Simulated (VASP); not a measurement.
Set up this calculation in VASP 6.6.1, as the native input.

```
Task                   : relaxation of cell and atoms
Functional             : LDA
Potentials or basis    : VASP PAW LDA potentials, release 64 (Ba_sv, Hf_pv, O)
Cutoff                 : 600 eV
k mesh                 : 6 × 6 × 6
Occupations            : fermi-dirac, width 0.02 eV
Spin                   : no spin polarisation
Dipole correction      : no
Further INCAR settings : ALGO = Normal; EDIFF = 1e-06; IBRION = 2; EDIFFG = -0.005; NSW = 80; ISIF = 3
```

The structure of BaHfO3 lies in POSCAR:

```
BaHfO3
1.0
    4.2060992674      0.0000000000      0.0000000000
    0.0000000000      4.2060992674      0.0000000000
    0.0000000000      0.0000000000      4.2060663638
Ba Hf O
1 1 3
Direct
    0.5000000000      0.5000000000      0.9979803844
    0.0000000000      0.0000000000      0.4979931170
    0.0000000000      0.5000000000      0.4980209727
    0.5000000000      0.0000000000      0.4980209727
    0.0000000000      0.0000000000      0.9980063433
```

These files were run (other wordings do the same):

INCAR

```
SYSTEM = BaHfO3
PREC = Accurate
ENCUT = 600
EDIFF = 1E-6
ISMEAR = -1
SIGMA = 0.02
LREAL = .False.
LASPH = .True.
NELM = 80
ALGO = Normal
ISIF = 3
LWAVE = .False.
LCHARG = .False.
GGA = CA
IBRION = 2
NSW = 80
EDIFFG = -0.005
```

KPOINTS

```
Automatic mesh
0
Gamma
  6 6 6
  0 0 0
```

Potentials or basis: VASP PAW LDA potentials, release 64 (Ba_sv, Hf_pv, O).

The run is started by

```sh
$ cat potpaw_LDA.64/Ba_sv/POTCAR potpaw_LDA.64/Hf_pv/POTCAR potpaw_LDA.64/O/POTCAR > POTCAR
$ mpirun -np 1 vasp_std > vasp.out
```

Results of the run:

```json
{"Relaxed volume": "13.99 Å³/atom", "Relaxed cell": "a = 4.120 Å, b = 4.120 Å, c = 4.120 Å, α = 90.00°, β = 90.00°, γ = 90.00°", "Space group after relaxing (to 0.1 Å)": "Pm-3m (No. 221)", "Energy gained by relaxing": "29.4 meV/atom", "Ionic steps": "4", "Pressure after relaxing": "0.0 GPa", "Band gap on the k mesh": "3.48 eV (least direct gap 3.64 eV)"}
```

Caveat: spin-orbit coupling is left out, which moves the levels of the heavy elements.

It took 6.3 min on 1 thread of Intel Xeon 8259CL (shared host), peak memory 0.25 GiB.
